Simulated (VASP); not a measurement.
# CdInS2 (P-3m1) in VASP: notebook

The runs below take CdInS2 through single point, with PBE.

Program: VASP 6.6.1. These are calculated values, not measurements. Logs are shortened: lines on timing, memory, paths and dates and some standing lists are left out, and cuts for length are marked.

### 1 The cell of the first run

Symmetry: P-3m1, No. 164, trigonal system. The conventional cell has a = 3.938 Å, b = 3.938 Å, c = 6.582 Å, α = 90.00°, β = 90.00°, γ = 120.00°. Within 3.4 Å of Cd (site symmetry -3m) lie 6 S at 2.61 Å and 2 In at 3.29 Å. Within 4.0 Å of In (site symmetry -3m) lie 6 S at 3.04 Å and 2 Cd at 3.29 Å and 6 In at 3.94 Å. S (site symmetry 3m) has 3 Cd at 2.61 Å and 3 In at 3.04 Å and 3 S at 3.41 Å within 3.5 Å.

### 2 Single point, PBE

Contents of INCAR:

```
SYSTEM = CdInS2
  ALGO = Normal
  EDIFF = 1E-7
  ENCUT = 520
  GGA = PE
  ISIF = 2
  ISMEAR = 0
  LASPH = .TRUE.
  LCHARG = .TRUE.
  LELF = .TRUE.
  LREAL = .FALSE.
  LVHAR = .TRUE.
  LWAVE = .FALSE.
  NBANDS = 26
  NELM = 60
  PREC = Accurate
  SIGMA = 0.15
```

Contents of KPOINTS:

```
k-points
0
G
  12 12 6
  0 0 0
```

Contents of POSCAR:

```
CdInS2
1.0
    3.9376172829      0.0000000000      0.0000000000
   -1.9688086414      3.4100765974      0.0000000000
    0.0000000000      0.0000000000      6.5821210500
Cd In S
1 1 2
Direct
    0.0000000000      0.0000000000      0.0000000000
    0.0000000000      0.0000000000      0.5000000000
    0.6666666667      0.3333333333      0.8067465330
    0.3333333333      0.6666666667      0.1932534670
```

Potentials or basis: VASP PAW PBE potentials, release 64 (Cd, In_d, S).

Run with:

```sh
> cat potpaw_PBE.64/Cd/POTCAR potpaw_PBE.64/In_d/POTCAR potpaw_PBE.64/S/POTCAR > POTCAR
> mpirun -np 1 vasp_std > vasp.out
```

OUTCAR:

```text
SYSTEM = CdInS2
   EDIFF = 1E-7
   ENCUT = 520
   GGA = PE
   ISIF = 2
   ISMEAR = 0
   LASPH = .TRUE.
   LREAL = .FALSE.
   NELM = 60
   PREC = Accurate

 ion  position               nearest neighbor table
   1  0.000  0.000  0.000-   3 2.61   4 2.61   4 2.61   3 2.61   3 2.61   4 2.61   2 3.29   2 3.29

   2  0.000  0.000  0.500-   3 3.04   4 3.04   4 3.04   3 3.04   3 3.04   4 3.04   1 3.29   1 3.29

   3  0.667  0.333  0.807-   1 2.61   1 2.61   1 2.61   2 3.04   2 3.04   2 3.04
   4  0.333  0.667  0.193-   1 2.61   1 2.61   1 2.61   2 3.04   2 3.04   2 3.04

  LATTYP: Found a hexagonal cell.
 ALAT       =     3.9376172829
 C/A-ratio  =     1.6716000000

  Lattice vectors:

 A1 = (   3.9376172829,   0.0000000000,   0.0000000000)
 A2 = (  -1.9688086414,   3.4100765974,   0.0000000000)
 A3 = (   0.0000000000,   0.0000000000,   6.5821210500)

Analysis of symmetry for initial positions (statically):
=====================================================================
 Subroutine PRICEL returns:
 Original cell was already a primitive cell.

 Routine SETGRP: Setting up the symmetry group for a
 hexagonal supercell.

 Subroutine GETGRP returns: Found 12 space group operations
 (whereof 12 operations were pure point group operations)
 out of a pool of 24 trial point group operations.

The static configuration has the point symmetry D_3d.

Analysis of symmetry for dynamics (positions and initial velocities):
=====================================================================
 Subroutine PRICEL returns:
 Original cell was already a primitive cell.

 Routine SETGRP: Setting up the symmetry group for a
 hexagonal supercell.

 Subroutine GETGRP returns: Found 12 space group operations
 (whereof 12 operations were pure point group operations)
 out of a pool of 24 trial point group operations.

The dynamic configuration has the point symmetry D_3d.

 Subroutine INISYM returns: Found 12 space group operations
 (whereof 12 operations are pure point group operations),
 and found     1 'primitive' translations

----------------------------------------------------------------------------------------

                                     Primitive cell

  volume of cell :      88.3819

  direct lattice vectors                    reciprocal lattice vectors
     3.937617283  0.000000000  0.000000000     0.253960689  0.146624272  0.000000000
    -1.968808641  3.410076597  0.000000000     0.000000000  0.293248545  0.000000000
     0.000000000  0.000000000  6.582121050     0.000000000  0.000000000  0.151926711

  length of vectors
     3.937617283  3.937617283  6.582121050     0.293248545  0.293248545  0.151926711

  position of ions in fractional coordinates (direct lattice)
     0.000000000  0.000000000  0.000000000
     0.000000000  0.000000000  0.500000000
     0.666666667  0.333333333  0.806746533
     0.333333333  0.666666667  0.193253467

  ion indices of the primitive-cell ions
   primitive index   ion index
                 1           1
                 2           2
                 3           3
                 4           4

----------------------------------------------------------------------------------------

 KPOINTS: k-points

Automatic generation of k-mesh.
 Grid dimensions read from file:
 generate k-points for:   12   12    6

 Generating k-lattice:

  Cartesian coordinates                     Fractional coordinates (reciprocal lattice)
     0.021163391  0.012218689  0.000000000     0.083333333  0.000000000  0.000000000
     0.000000000  0.024437379  0.000000000     0.000000000  0.083333333  0.000000000
     0.000000000  0.000000000  0.025321118     0.000000000  0.000000000  0.166666667

  Length of vectors
     0.024437379  0.024437379  0.025321118

  Shift w.r.t. Gamma in fractional coordinates (k-lattice)
     0.000000000  0.000000000  0.000000000

 Subroutine IBZKPT returns following result:
 ===========================================

 Found    100 irreducible k-points:

 Following reciprocal coordinates:
            Coordinates               Weight
  0.000000  0.000000  0.000000      1.000000
  0.083333  0.000000  0.000000      6.000000
  0.166667  0.000000  0.000000      6.000000
  0.250000  0.000000  0.000000      6.000000
  0.333333  0.000000  0.000000      6.000000
  0.416667  0.000000  0.000000      6.000000
[... 16 lines left out ...]
  0.166667  0.000000  0.166667      6.000000
  0.000000  0.166667  0.166667      6.000000
 [... further k-points ...]
   k-points           NKPTS =    100   k-points in BZ     NKDIM =    100   number of bands    NBANDS=     26
   number of dos      NEDOS =    301   number of ions     NIONS =      4
   total plane-waves  NPLWV =  45000
   dimension x,y,z NGX =    30 NGY =   30 NGZ =   50
   dimension x,y,z NGXF=    60 NGYF=   60 NGZF=  100
   ions per type =               1   1   2
   NGX,Y,Z   is equivalent  to a cutoff of  12.67, 12.67, 12.63 a.u.
   NGXF,Y,Z  is equivalent  to a cutoff of  25.33, 25.33, 25.26 a.u.
 SYSTEM =  CdInS2
   PREC   = accura    normal or accurate (medium, high low for compatibility)
   ISTART =      0    job   : 0-new  1-cont  2-samecut
   ICHARG =      2    charge: 1-file 2-atom 10-const
   ISPIN  =      1    spin polarized calculation?
   LNONCOLLINEAR =      F non collinear calculations
   LSORBIT =      F    spin-orbit coupling
   LASPH  =      T    aspherical Exc in radial PAW
   ENCUT  =  520.0 eV  38.22 Ry    6.18 a.u.   7.32  7.32 12.24*2*pi/ulx,y,z
   NELM   =     60;   NELMIN=  2; NELMDL= -5     # of ELM steps
   EDIFF  = 0.1E-06   stopping-criterion for ELM
   LREAL  =      F    real-space projection
   EDIFFG = 0.1E-05   stopping-criterion for IOM
   NSW    =      0    number of steps for IOM
   IBRION =     -1    ionic relax: 0-MD 1-quasi-New 2-CG
   NFREE  =      0    steps in history (QN), initial steepest desc. (CG)
   ISIF   =      2    stress and relaxation
   ISYM   =      2    0-nonsym 1-usesym 2-fastsym
   POTIM  = 0.5000    time-step for ionic-motion
   TEBEG  =    0.0;   TEEND  =   0.0 temperature during run
   PSTRESS=    0.0 pullay stress
   NELECT =      37.0000    total number of electrons
   NUPDOWN=      -1.0000    fix difference up-down
   EMIN   =  10.00;   EMAX   =-10.00  energy-range for DOS
   EFERMI =   0.00;   METHOD = LEGACY
   ISMEAR =     0;   SIGMA  =   0.15  broadening in eV -4-tet -1-fermi 0-gaus
   EFERMI_NEDOS =   21; number of points for ismear=-14 and -15
   IALGO  =     38    algorithm
   IMIX   =      4    mixing-type and parameters
     AMIX     =   0.40;   BMIX     =  1.00
     AMIX_MAG =   1.60;   BMIX_MAG =  1.00
  volume/ion in A,a.u.               =      22.10       149.11
  Fermi-wavevector in a.u.,A,eV,Ry     =   1.224675  2.314300 20.406415  1.499829
  Thomas-Fermi vector in A             =   2.359741
   LORBIT       =      0    0 simple, 1 ext, 2 COOP (PROOUT), +10 PAW based schemes
   GGA     = PE    functional components
   LHFCALC =     F    Hartree Fock is set to
   AEXX    =    0.0000 exact exchange contribution
   IVDW    =     0    specifies the selected vdW correction
   LEPSILON=     F    determine dielectric tensor
   LRPA    =     F    only Hartree local field effects (RPA)
 non-spin polarized calculation
 Gauss-broadening in eV      SIGMA  =   0.15
  energy-cutoff  :      520.00
  volume of cell :       88.38
 maximum number of plane-waves:      2407
 NGX is ok and might be reduce to    30

 number of electron      36.9999996 magnetization

 Free energy of the ion-electron system (eV)
  ---------------------------------------------------
  ext. energy  EPLUGINS =         0.00000000
  ---------------------------------------------------
  free energy    TOTEN  =       -12.49767822 eV

  energy without entropy =      -12.48139322  energy(sigma->0) =      -12.48953572

 E-fermi :   4.6871     XC(G=0): -10.0353

 val. band max:        4.6854050283   @ k =   0.2500   0.1667   0.3333
 cond. band min:       4.6987445359   @ k =   0.2500   0.2500   0.3333
 fundamental gap:      0.0133395076
 Fermi energy:         4.6870940417

 k-point     1 :       0.0000    0.0000    0.0000
  band No.  band energies     occupation
      1      -9.5681      2.00000
      2      -9.5191      2.00000
      3      -9.5191      2.00000
      4      -9.4726      2.00000
      5      -9.4726      2.00000
      6      -8.8606      2.00000
[... 18 lines left out ...]
     25      11.6674      0.00000
     26      12.1050      0.00000

 k-point     2 :       0.0833    0.0000    0.0000
  band No.  band energies     occupation
      1      -9.5629      2.00000
      2      -9.5227      2.00000
      3      -9.5142      2.00000
      4      -9.4804      2.00000
      5      -9.4734      2.00000
      6      -8.8099      2.00000
[... 18 lines left out ...]
     25      11.4309      0.00000
     26      11.7833      0.00000

 k-point     3 :       0.1667    0.0000    0.0000
  band No.  band energies     occupation
      1      -9.5505      2.00000
      2      -9.5373      2.00000
      3      -9.5010      2.00000
      4      -9.4959      2.00000
      5      -9.4755      2.00000
      6      -8.6618      2.00000
[... 18 lines left out ...]
     25      11.4253      0.00000
     26      11.5995      0.00000

 k-point     4 :       0.2500    0.0000    0.0000
  band No.  band energies     occupation
      1      -9.5677      2.00000
      2      -9.5375      2.00000
      3      -9.5036      2.00000
      4      -9.4852      2.00000
      5      -9.4759      2.00000
      6      -8.4337      2.00000
[... 18 lines left out ...]
     25      12.1250      0.00000
     26      12.1729      0.00000
[... 496 lines left out ...]
      1      -9.5571      2.00000
      2      -9.5225      2.00000
      3      -9.5142      2.00000
      4      -9.4810      2.00000
      5      -9.4732      2.00000
      6      -8.7840      2.00000
[... 18 lines left out ...]
     25      11.3789      0.00000
     26      12.0743      0.00000

 k-point    23 :       0.1667    0.0000    0.1667
  band No.  band energies     occupation
      1      -9.5479      2.00000
      2      -9.5403      2.00000
      3      -9.5010      2.00000
      4      -9.4965      2.00000
      5      -9.4753      2.00000
      6      -8.6206      2.00000
[... 18 lines left out ...]
     25      11.3031      0.00000
     26      11.6497      0.00000

 k-point    24 :       0.0000    0.1667    0.1667
  band No.  band energies     occupation
      1      -9.5497      2.00000
      2      -9.5330      2.00000
      3      -9.5010      2.00000
      4      -9.4972      2.00000
      5      -9.4753      2.00000
      6      -8.6371      2.00000
[... 18 lines left out ...]
     25      11.5483      0.00000
     26      11.7195      0.00000

 [... further k-points ...]

------------------------ aborting loop because EDIFF is reached ----------------------------------------

  FORCE on cell =-STRESS in cart. coord.  units (eV):
  Direction    XX          YY          ZZ          XY          YZ          ZX
  --------------------------------------------------------------------------------------
  -------------------------------------------------------------------------------------
  Total        2.2342123      2.2342123      2.8652373      0.0000000      0.0000000      0.0000000
  in kB       40.5015378     40.5015378     51.9406862      0.0000000      0.0000000      0.0000000
  external PRESSURE =      44.3145873 kB  Pullay stress =       0.0000000 kB

 VOLUME and BASIS-vectors are now :
 -----------------------------------------------------------------------------
  energy-cutoff  :      520.00
  volume of cell :       88.38
      direct lattice vectors                 reciprocal lattice vectors
     3.937617283  0.000000000  0.000000000     0.253960689  0.146624272  0.000000000
    -1.968808641  3.410076597  0.000000000     0.000000000  0.293248545  0.000000000
     0.000000000  0.000000000  6.582121050     0.000000000  0.000000000  0.151926711

 POSITION                                       TOTAL-FORCE (eV/Angst)
 -----------------------------------------------------------------------------------
      0.00000      0.00000      0.00000        -0.000000      0.000000      0.000000
      0.00000      0.00000      3.29106        -0.000000      0.000000      0.000000
      1.96881      1.13669      5.31010        -0.000000      0.000000     -1.861237
     -0.00000      2.27338      1.27202         0.000000     -0.000000      1.861237
 -----------------------------------------------------------------------------------
    total drift:                               -0.000000      0.000000      0.000000

  FREE ENERGIE OF THE ION-ELECTRON SYSTEM (eV)
  ---------------------------------------------------
  free  energy   TOTEN  =       -12.4976782236 eV

  energy  without entropy=      -12.4813932172  energy(sigma->0) =      -12.48953572
```

Run time: 1.8 min. Hardware: 1 thread of Intel Xeon 6975P-C (Granite Rapids), shared host; peak memory 0.36 GiB.

What came out:

* Free energy: -12.4977 eV
* Pressure: 4.4 GPa
* Largest force: 1.861 eV/Å
* Band gap on the k mesh: zero (an odd number of electrons rules out a gap without spin polarisation)

Forces on the atoms (eV/Å):
```
Cd   0.000  0.000  0.000
In   0.000  0.000  0.000
S    0.000  0.000 -1.861
S    0.000  0.000  1.861
```

Levels at points of the mesh, in eV from the Fermi level:
| k point | band 16 | band 17 | band 18 | band 19 | band 20 | band 21 | band 22 | band 23 |
| --- | --- | --- | --- | --- | --- | --- | --- | --- |
| (0.00, 0.00, 0.00) | -1.55 | -1.49 | -0.85 | -0.85 | 2.52 | 4.65 | 5.35 | 5.35 |
| (0.50, 0.00, 0.00) | -3.06 | -3.02 | -0.70 | 0.31 | 2.10 | 2.85 | 4.04 | 4.12 |
| (0.00, 0.00, 0.50) | -1.45 | -0.91 | -0.91 | 1.06 | 1.68 | 3.83 | 5.42 | 5.42 |
| (0.50, 0.00, 0.50) | -2.35 | -1.98 | -1.18 | -0.87 | 1.43 | 3.89 | 4.89 | 5.23 |

Caveat: the cell stands under pressure; spin-orbit coupling is left out, which moves the levels of the heavy elements; an odd number of electrons without spin polarisation forces a metal; a magnetic or distorted state may lie lower.

### 3 Single point, PBE

This run uses another cell than the first one, of the same volume but with other edges.

Contents of INCAR:

```
PREC     = Accurate       # precision mode
ENCUT    = 520            # plane-wave cutoff, eV
EDIFF    = 1E-6           # SCF threshold, eV
ISMEAR   = 0              # smearing method
SIGMA    = 0.15           # smearing width, eV
LREAL    = False          # projectors in reciprocal space
LASPH    = True           # aspherical terms in the spheres
NELM     = 80             # most SCF steps
ALGO     = Normal         # electronic algorithm
ISIF     = 2              # what is computed and relaxed
LWAVE    = False          # write WAVECAR
LCHARG   = True           # write CHGCAR
GGA      = PE             # functional
LELF     = True           # ELF
LVHAR    = True         
NBANDS   = 26             # bands
```

Contents of KPOINTS:

```
regular mesh
0
Gamma
  12 12 6
```

Contents of POSCAR:

```
CdInS2
1.0
    4.0092437330      0.0000000000      0.0000000000
   -2.0046218665      3.4721069228      0.0000000000
    0.0000000000      0.0000000000      6.3490383756
Cd In S
1 1 2
Direct
    0.0000000000      0.0000000000      0.0000000000
    0.0000000000      0.0000000000      0.5000000000
    0.6666666667      0.3333333333      0.7211797945
    0.3333333333      0.6666666667      0.2788202055
```

Potentials or basis: VASP PAW PBE potentials, release 64 (Cd, In_d, S).

Run with:

```sh
> cat potpaw_PBE.64/Cd/POTCAR potpaw_PBE.64/In_d/POTCAR potpaw_PBE.64/S/POTCAR > POTCAR
> mpirun -np 1 vasp_std > vasp.out
```

Wall time 92 s (1 thread of Intel Xeon 6975P-C (Granite Rapids), shared host); peak memory 0.36 GiB.

It converged, with:

```
Free energy            : -12.6712 eV
Pressure               : 2.2 GPa
Largest force          : 0.923 eV/Å
Band gap on the k mesh : zero (an odd number of electrons rules out a gap without spin polarisation)
```

Forces on the atoms (eV/Å):
```
Cd   0.000  0.000  0.000
In   0.000  0.000  0.000
S    0.000  0.000  0.923
S    0.000  0.000 -0.923
```

Stress tensor (GPa, compression positive):
```
-0.71  0.00  0.00
 0.00 -0.71  0.00
 0.00  0.00  7.89
```

Levels at points of the mesh, in eV from the Fermi level:
```
           k point  band 15  band 16  band 17  band 18  band 19  band 20  band 21  band 22  band 23  band 24
(0.00, 0.00, 0.00)    -2.90    -2.42    -2.42    -2.42    -2.32     0.72     3.63     3.74     3.74     6.50
(0.50, 0.00, 0.00)    -4.49    -4.28    -3.44    -2.23    -0.13     1.11     1.44     3.66     4.69     5.86
(0.00, 0.00, 0.50)    -2.64    -2.64    -2.63    -2.63    -0.24     0.52     3.46     3.77     3.77     4.98
(0.50, 0.00, 0.50)    -3.81    -3.22    -3.17    -2.93    -0.28    -0.10     3.42     3.76     5.31     5.47
```

Caveat: the stress differs along the axes, from -1 to 8 GPa; spin-orbit coupling is left out, which moves the levels of the heavy elements; an odd number of electrons without spin polarisation forces a metal; a magnetic or distorted state may lie lower.

[end of part 1 of 2]

The gap in the log of VASP goes by the Fermi energy; the results here count the filled bands.